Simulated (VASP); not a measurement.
Write the native input for VASP 6.6.1 that does the following.

```yaml
Task: single point
Functional: PBE
Potentials_or_basis: VASP PAW PBE potentials, release 64 (Mo_sv)
Cutoff: 520 eV
k_mesh: 1 × 1 × 13
Occupations: gaussian, width 0.05 eV
Spin: collinear spin
Starting_moments: "[1.5, 1.5, 1.5, 1.5] μB"
Dipole_correction: no
Further_INCAR_settings: ALGO = Normal; EDIFF = 1e-06; NBANDS = 40
```

The structure of Mo lies in POSCAR:

```
Mo
1.0
   11.6000000000      0.0000000000      0.0000000000
    0.0000000000      9.3000000000      0.0000000000
    0.0000000000      0.0000000000      4.8790548017
Mo
4
Direct
    0.4029424015      0.5000000000      0.0000000000
    0.4029424015      0.5000000000      0.5000000000
    0.5970575985      0.5000000000      0.0000000000
    0.5970575985      0.5000000000      0.5000000000
```

The input as run:

INCAR

```
  PREC = Accurate
  ENCUT = 520
  EDIFF = 1E-6
  ISMEAR = 0
  SIGMA = 0.05
  LREAL = F
  LASPH = T
  NELM = 150
  ALGO = Normal
  ISIF = 2
  LWAVE = F
  LCHARG = F
  ISPIN = 2
  MAGMOM = 1.5 1.5 1.5 1.5
  LORBIT = 11
  LMAXMIX = 4
  GGA = PE
  NBANDS = 40
```

KPOINTS

```
regular mesh
0
Gamma
  1 1 13
```

Potentials or basis: VASP PAW PBE potentials, release 64 (Mo_sv).

The run is started by

```console
$ cat potpaw_PBE.64/Mo_sv/POTCAR > POTCAR
$ mpirun -np 1 vasp_std > vasp.out
```

Results of the run:

```yaml
Largest_force: 0.154 eV/Å
Net_moment: 0.63 μB per cell
Site_moments: Mo +0.08 μB
Valence_electrons_inside_the_program's_atomic_spheres: Mo 12.75
```

Wall time 5.3 min on 1 thread of Intel(R) Xeon(R) 6975P-C (Granite Rapids) (shared host), peak memory 0.75 GiB.
